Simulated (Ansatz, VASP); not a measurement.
## BaTiO3 in VASP and in Ansatz

```
Ba Ti O
1.0
     4.05872    0.00000    0.00000
     0.00000    4.05872    0.00000
     0.00000    0.00000    4.05872
Ba Ti O
1 1 3
Direct
  0.50000 0.50000 0.50000
  0.00000 0.00000 0.00000
  0.50000 0.00000 0.00000
  0.00000 0.50000 0.00000
  0.00000 0.00000 0.50000
```

Change from the starting cell: volume scaled by 1.04, ions relaxed.

Alike in both runs: functional PBE; k mesh 8 × 8 × 8; occupations fermi-dirac, width 0.02 eV; no spin polarisation.

Ansatz relaxed the structure, and its values are those at the end. VASP's run is a single point on that final structure, the one shown.

```csv
,VASP,Ansatz
version,VASP 6.6.1,Ansatz 0.2.0
potentials or method,"VASP PAW PBE potentials, release 64 (Ba_sv, Ti_sv, O)","plane-wave PAW, scalar-relativistic"
plane-wave cutoff (eV),520,420
valence electrons in the cell,40,40
```

```tsv
	VASP	Ansatz	Ansatz less VASP
gap on the k mesh at the Fermi level (eV)	1.66	1.72	+0.060
pressure (GPa)	-2.9	-4.5	-1.53
```

Ansatz's warnings: stress scf threshold loose.

Spin-orbit coupling is off throughout.
